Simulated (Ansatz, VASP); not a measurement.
## One calculation of NaH, two programs

```
CELL_PARAMETERS angstrom
0.00000 2.39703 2.31314
2.39703 0.00000 2.31314
2.39703 2.39703 0.00000
ATOMIC_POSITIONS crystal
Na 0.00000 0.00000 0.00000
H 0.50000 0.50000 0.50000
```

Change from the starting cell: engineering shear strain xy +0.0000, normal strain along z -0.0350.

Alike in both runs: task single point; functional r2SCAN; k mesh 8 × 8 × 8; occupations fermi-dirac, width 0.2 eV; no spin polarisation.

|  | VASP | Ansatz |
| --- | --- | --- |
| version | VASP 6.6.1 | Ansatz 0.2.0 |
| potentials or method | VASP PAW PBE potentials, release 64 (Na_pv, H), cutoff 520 eV | scalar-relativistic, plane waves, PAW |
| valence electrons in the cell | 8 | 10 |

```csv
,VASP,Ansatz,Ansatz less VASP
gap on the k mesh at the Fermi level (eV),4.47,4.46,-0.011
least direct gap on the mesh (eV),5.34,5.35,+0.011
pressure (GPa),0.7,1.0,+0.34
"traceless stress, the component that is largest in VASP (GPa)",1.07,1.06,-0.011
```

VASP's potentials were made for PBE, not for r2SCAN. The functional is the same, so the differences come from potentials, cutoffs and numerics. VASP's potentials hold 8 valence electrons a cell and Ansatz's 10, so a difference there can come from the potentials and not from the codes.
